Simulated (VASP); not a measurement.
# RbBr (Fm-3m) in VASP: notebook, part 2 of 2

VASP 6.6.1. The steps go on from the part before.

## 5. Elastic constants, PBEsol

This run uses another cell than the first one, of 33.48 Å³/atom, 1.237 times its volume.

File INCAR:

```
PREC = Accurate ; ENCUT = 600
EDIFF = 1E-8 ; ISMEAR = 0
SIGMA = 0.01 ; LREAL = F
LASPH = T ; NELM = 100
ALGO = Normal ; ISIF = 3
LWAVE = F ; LCHARG = F
GGA = PS ; NBANDS = 15
IBRION = 6 ; NFREE = 2
POTIM = 0.015 ; NSW = 1
```

File KPOINTS:

```
Automatic mesh
0
Gamma
  6 6 6
```

File POSCAR:

```
RbBr
1.0
    0.0000000000      3.2230027720      3.2230027720
    3.2230027720      0.0000000000      3.2230027720
    3.2230027720      3.2230027720      0.0000000000
Rb Br
1 1
Direct
    0.0000000000      0.0000000000      0.0000000000
    0.5000000000      0.5000000000      0.5000000000
```

Potentials or basis: VASP PAW PBE potentials, release 64 (Rb_sv, Br).

Launch:

```bash
$ cat potpaw_PBE.64/Rb_sv/POTCAR potpaw_PBE.64/Br/POTCAR > POTCAR
$ mpirun -np 1 vasp_std > vasp.out
```

OUTCAR:

```text
PREC = Accurate
   ENCUT = 600
   EDIFF = 1E-8
   ISMEAR = 0
   LREAL = F
   LASPH = T
   NELM = 100
   ISIF = 3
   GGA = PS
   IBRION = 6
   NFREE = 2
   POTIM = 0.015
   NSW = 1

 ion  position               nearest neighbor table
   1  0.000  0.000  0.000-   2 3.22   2 3.22   2 3.22   2 3.22   2 3.22   2 3.22
   2  0.500  0.500  0.500-   1 3.22   1 3.22   1 3.22   1 3.22   1 3.22   1 3.22

[... 872 lines left out ...]
      0.000000  0.000000  0.000000     0.008376    0.275896    0.637546
      3.223003  3.223003  3.223003    -0.008672   -0.285639   -0.660062
[... 21 lines left out ...]
   6 f/i=    0.002001 THz     0.012576 2PiTHz    0.066762 cm-1     0.008277 meV
             X         Y         Z           dx          dy          dz
      0.000000  0.000000  0.000000     0.410482    0.041156   -0.589200
      3.223003  3.223003  3.223003     0.396480    0.039752   -0.569102

--------------------------------------------------------------------------------------------------------

 ELASTIC MODULI CONTR FROM IONIC RELAXATION (kBar)
 Direction    XX          YY          ZZ          XY          YZ          ZX
 --------------------------------------------------------------------------------
 XX           0.0000      0.0000      0.0000      0.0000      0.0000      0.0000
 YY           0.0000      0.0000      0.0000      0.0000      0.0000      0.0000
 ZZ           0.0000      0.0000      0.0000      0.0000      0.0000      0.0000
 XY           0.0000      0.0000      0.0000      0.0000      0.0000      0.0000
 YZ           0.0000      0.0000      0.0000      0.0000      0.0000      0.0000
 ZX           0.0000      0.0000      0.0000      0.0000      0.0000      0.0000
 --------------------------------------------------------------------------------

 TOTAL ELASTIC MODULI (kBar)
 Direction    XX          YY          ZZ          XY          YZ          ZX
 --------------------------------------------------------------------------------
 XX         778.6803     42.5048     42.5048     -0.0000     -0.0000     -0.0000
 YY          42.5048    778.6803     42.5048     -0.0000     -0.0000     -0.0000
 ZZ          42.5048     42.5048    778.6803     -0.0000     -0.0000     -0.0000
 XY          -0.0000     -0.0000     -0.0000     12.0337      0.0000     -0.0000
 YZ          -0.0000     -0.0000     -0.0000      0.0000     12.0337     -0.0000
 ZX          -0.0000     -0.0000     -0.0000     -0.0000     -0.0000     12.0337
 --------------------------------------------------------------------------------
```

stdout:

```text
POSCAR found type information on POSCAR RbBr
 POSCAR found :  2 types and       2 ions
 scaLAPACK will be used
 -----------------------------------------------------------------------------
|                                                                             |
|                                                                             |
|     You enforced a specific xc type in the INCAR file but a different       |
|     I HOPE YOU KNOW WHAT YOU ARE DOING!                                     |
|                                                                             |
[... 33 lines left out ...]
 Finite differences progress:
 bond charge predicted
 Finite differences progress:
 bond charge predicted
 Finite differences progress:
 bond charge predicted
 Finite differences progress:
 bond charge predicted
 Finite differences progress:
 bond charge predicted
 Finite differences progress:
```

Wall time 7.3 min (1 thread of Intel Xeon Platinum 8488C (Sapphire Rapids), shared host); peak memory 0.31 GiB.

Results:

```yaml
Elastic_constants_C11_C12_C44: 78, 4, 1 GPa
Voigt_bulk_modulus: 29 GPa
Highest_phonon_frequency_at_Γ_LO-TO_splitting_left_out: 127 cm⁻¹
```

Phonon frequencies in cm⁻¹ (negative: imaginary):
| q point | frequencies |
| --- | --- |
| (0.000, 0.000, 0.000) | 0 0 0 127 127 127 |

Elastic tensor in Voigt notation (GPa, in the Cartesian axes of the cell as first typed):
```
78  4  4  0  0  0
 4 78  4  0  0  0
 4  4 78  0  0  0
 0  0  0  1  0  0
 0  0  0  0  1  0
 0  0  0  0  0  1
```

Clamped-ion elastic tensor (GPa):
```
78  4  4  0  0  0
 4 78  4  0  0  0
 4  4 78  0  0  0
 0  0  0  1  0  0
 0  0  0  0  1  0
 0  0  0  0  0  1
```

Caveat: the cell is under stress, which shifts elastic constants; the PAW data sets were made with another functional, which shifts forces and pressure a little.

## 6. Elastic constants, PBEsol

This run uses another cell than the first one, of 35.98 Å³/atom, 1.329 times its volume.

File INCAR:

```
SYSTEM = RbBr
PREC = Accurate
ENCUT = 600
EDIFF = 1E-8
ISMEAR = 0
SIGMA = 0.01
LREAL = .FALSE.
LASPH = .TRUE.
NELM = 80
ALGO = Normal
ISIF = 3
LWAVE = .FALSE.
LCHARG = .TRUE.
GGA = PS
IBRION = 6
NFREE = 2
POTIM = 0.015
NSW = 1
```

File KPOINTS:

```
Automatic mesh
0
G
  6 6 6
  0 0 0
```

File POSCAR:

```
RbBr
1.0
    0.0000000000      3.3013120776      3.3013120776
    3.3013120776      0.0000000000      3.3013120776
    3.3013120776      3.3013120776      0.0000000000
Rb Br
1 1
Direct
    0.0000000000      0.0000000000      0.0000000000
    0.5000000000      0.5000000000      0.5000000000
```

Potentials or basis: VASP PAW PBE potentials, release 64 (Rb_sv, Br).

Launch:

```bash
$ cat potpaw_PBE.64/Rb_sv/POTCAR potpaw_PBE.64/Br/POTCAR > POTCAR
$ mpirun -np 1 vasp_std > vasp.out
```

It took 13 min on 1 thread of Intel Xeon Platinum 8488C (Sapphire Rapids), shared host; peak memory 0.3 GiB.

Results (log left out):

- Elastic constants C11, C12, C44: 57, 4, 3 GPa
- Voigt bulk modulus: 22 GPa
- Highest phonon frequency at Γ, LO-TO splitting left out: 110 cm⁻¹

Phonon frequencies in cm⁻¹ (negative: imaginary):
```tsv
q point	frequencies
(0.000, 0.000, 0.000)	0 0 0 110 110 110
```

Elastic tensor in Voigt notation (GPa, in the Cartesian axes of the cell as first typed):
```
57  4  4  0  0  0
 4 57  4  0  0  0
 4  4 57  0  0  0
 0  0  0  3  0  0
 0  0  0  0  3  0
 0  0  0  0  0  3
```

Clamped-ion elastic tensor (GPa):
```
57  4  4  0  0  0
 4 57  4  0  0  0
 4  4 57  0  0  0
 0  0  0  3  0  0
 0  0  0  0  3  0
 0  0  0  0  0  3
```

Caveat: the cell is under stress, which shifts elastic constants; the PAW data sets were made with another functional, which shifts forces and pressure a little.
